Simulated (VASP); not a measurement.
Input of a VASP 6.6.1 run:

File POSCAR:

```
Ge
1.0
    3.9298172131      0.0000000000      0.0000000000
   -1.9649086066      3.4033215095      0.0000000000
    0.0000000000      0.0000000000      6.4875025229
Ge
4
Direct
    0.6666666667      0.3333333333      0.0629010000
    0.3333333333      0.6666666667      0.5629010000
    0.6666666667      0.3333333333      0.4370990000
    0.3333333333      0.6666666667      0.9370990000
```

File INCAR.step1:

```
SYSTEM = Ge
ALGO     = Normal         ! electronic algorithm
EDIFF    = 1E-4           ! SCF threshold, eV
ENCUT    = 520            ! plane-wave cutoff, eV
GGA      = PE             ! functional
ISMEAR   = 1              ! smearing method
LASPH    = .TRUE.         ! aspherical terms in the spheres
LCHARG   = .FALSE.        ! write CHGCAR
LREAL    = .FALSE.        ! projectors in reciprocal space
LWAVE    = .TRUE.         ! write WAVECAR
NBANDS   = 36             ! bands
NELM     = 80             ! most SCF steps
PREC     = Accurate       ! precision mode
SIGMA    = 0.15           ! smearing width, eV
```

INCAR.step2

```
SYSTEM = Ge
ALGO     = Normal         ! electronic algorithm
EDIFF    = 1E-6           ! SCF threshold, eV
ENCUT    = 520            ! plane-wave cutoff, eV
ISIF     = 2              ! what is computed and relaxed
ISMEAR   = 1              ! smearing method
ISTART   = 1            
LASPH    = .TRUE.         ! aspherical terms in the spheres
LCHARG   = .FALSE.        ! write CHGCAR
LMIXTAU  = .TRUE.       
LREAL    = .FALSE.        ! projectors in reciprocal space
LWAVE    = .FALSE.        ! write WAVECAR
METAGGA  = R2SCAN         ! meta-GGA
NBANDS   = 36             ! bands
NELM     = 80             ! most SCF steps
PREC     = Accurate       ! precision mode
SIGMA    = 0.15           ! smearing width, eV
```

File KPOINTS:

```
k-points
0
G
  7 7 4
  0 0 0
```

Potentials or basis: VASP PAW PBE potentials, release 64 (Ge_d).

The run is started by

```console
$ cat potpaw_PBE.64/Ge_d/POTCAR > POTCAR
$ cp INCAR.step1 INCAR
$ mpirun -np 1 vasp_std > vasp.out
$ cp INCAR.step2 INCAR
$ mpirun -np 1 vasp_std > vasp.out
```

Q: What does it give for the pressure?

A: 4.1 GPa.

Q: Predict the band gap on the k mesh.

A: 0.20 eV, direct.

Q: Estimate the largest force.

A: 0.031 eV/Å.

Forces in eV/Å, atoms in the order of the input:
```
Ge   0.000  0.000  0.031
Ge   0.000  0.000  0.031
Ge   0.000  0.000 -0.031
Ge   0.000  0.000 -0.031
```

Caveat: the PAW data sets were made with another functional, which shifts forces and pressure a little. A k mesh can miss the band edges.
